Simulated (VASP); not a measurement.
Write the native input for VASP 6.6.1 that does the following.

```
Task                   : relaxation of cell and atoms
Functional             : PBEsol
Potentials or basis    : VASP PAW PBE potentials, release 64 (Mn_pv)
Cutoff                 : 600 eV
k mesh                 : 21 × 21 × 6
Occupations            : gaussian, width 0.1 eV
Spin                   : no spin polarisation
Dipole correction      : no
Further INCAR settings : ALGO = Normal; EDIFF = 1e-07; IBRION = 2; EDIFFG = -0.01; NSW = 100; ISIF = 3
```

The structure of Mn lies in POSCAR:

```
Mn
1.0
    2.4574210997      0.0000000000      0.0000000000
   -1.2287105499      2.1281891002      0.0000000000
    0.0000000000      0.0000000000      7.9027904711
Mn
4
Direct
    0.0000000000      0.0000000000      0.0000000000
    0.0000000000      0.0000000000      0.5000000000
    0.3333333333      0.6666666667      0.7500000000
    0.6666666667      0.3333333333      0.2500000000
```

This isn't the form of Mn at room conditions, which is a 58-atom cubic cell.

One way to write it, as run:

INCAR

```
ALGO     = Normal         # electronic algorithm
EDIFF    = 1E-7           # SCF threshold, eV
EDIFFG   = -0.01          # ionic threshold
ENCUT    = 600            # plane-wave cutoff, eV
GGA      = PS             # functional
IBRION   = 2              # ionic algorithm
ISIF     = 3              # what is computed and relaxed
ISMEAR   = 0              # smearing method
LASPH    = T              # aspherical terms in the spheres
LCHARG   = F              # write CHGCAR
LREAL    = F              # projectors in reciprocal space
LWAVE    = F              # write WAVECAR
NELM     = 100            # most SCF steps
NSW      = 100            # ionic steps
PREC     = Accurate       # precision mode
SIGMA    = 0.1            # smearing width, eV
```

KPOINTS

```
k-points
0
Gamma
  21 21 6
```

Potentials or basis: VASP PAW PBE potentials, release 64 (Mn_pv).

The run is started by

```bash
$ cat potpaw_PBE.64/Mn_pv/POTCAR > POTCAR
$ mpirun -np 1 vasp_std > vasp.out
```

Results of the run:

```json
{
  "Relaxed volume": "10.31 Å³/atom",
  "Relaxed cell": "a = 2.453 Å, b = 2.453 Å, c = 7.915 Å, α = 90.00°, β = 90.00°, γ = 120.00°",
  "Space group after relaxing (to 0.1 Å)": "P6_3/mmc (No. 194)",
  "Energy gained by relaxing": "0.1 meV/atom",
  "Ionic steps": "5",
  "Pressure after relaxing": "0.0 GPa",
  "Band gap on the k mesh": "zero (bands 26 and 27 overlap by 2.19 eV)"
}
```

Caveat: the PAW data sets were made with another functional, which shifts forces and pressure a little; the run has no spin polarisation, though such a crystal can be magnetic.

Wall time 11 min on 1 thread of Intel(R) Xeon(R) Platinum 8488C (Sapphire Rapids) (shared host), peak memory 0.33 GiB.
